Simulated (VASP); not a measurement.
# BaTiO3: phonons with PBE+D3(BJ)

The system is BaTiO3.

```xyz
5
Lattice="4.0060 0.0000 0.0000 0.0000 4.0060 0.0000 0.0000 0.0000 4.0060" Properties=species:S:1:pos:R:3 pbc="T T T"
Ba    2.0030    2.0030    2.0030
Ti    0.0000    0.0000    0.0000
O     2.0030    0.0000    0.0000
O     0.0000    2.0030    0.0000
O     0.0000    0.0000    2.0030
```

```
Program                : VASP 6.6.1
Task                   : phonons
Functional             : PBE
Dispersion             : D3(BJ)
Potentials or basis    : VASP PAW PBE potentials, release 64 (Ba_sv, Ti_sv, O)
Cutoff                 : 520 eV
k mesh                 : 4 × 4 × 4
Occupations            : gaussian, width 0.01 eV
Spin                   : no spin polarisation
Dipole correction      : no
Further INCAR settings : ALGO = Normal; EDIFF = 1e-08; IBRION = 6; POTIM = 0.015; NSW = 1
```

| Quantity | Value |
| --- | --- |
| Highest phonon frequency at Γ, LO-TO splitting left out | 461 cm⁻¹ |
| Most unstable mode | 251i cm⁻¹ |
| Dispersion energy per atom | -0.264 eV |

Phonon frequencies in cm⁻¹ (negative: imaginary):
```
              q point                                               frequencies
(0.000, 0.000, 0.000)  -251 -251 -251 0 0 0 177 177 177 277 277 277 461 461 461
```

Wall time 2.2 min on 1 thread of AMD EPYC 7R13 Processor (Zen 3), with other jobs on the host, peak memory 0.2 GiB.

Caveat: the k points lie up to 0.39 Å⁻¹ apart; some modes are imaginary.
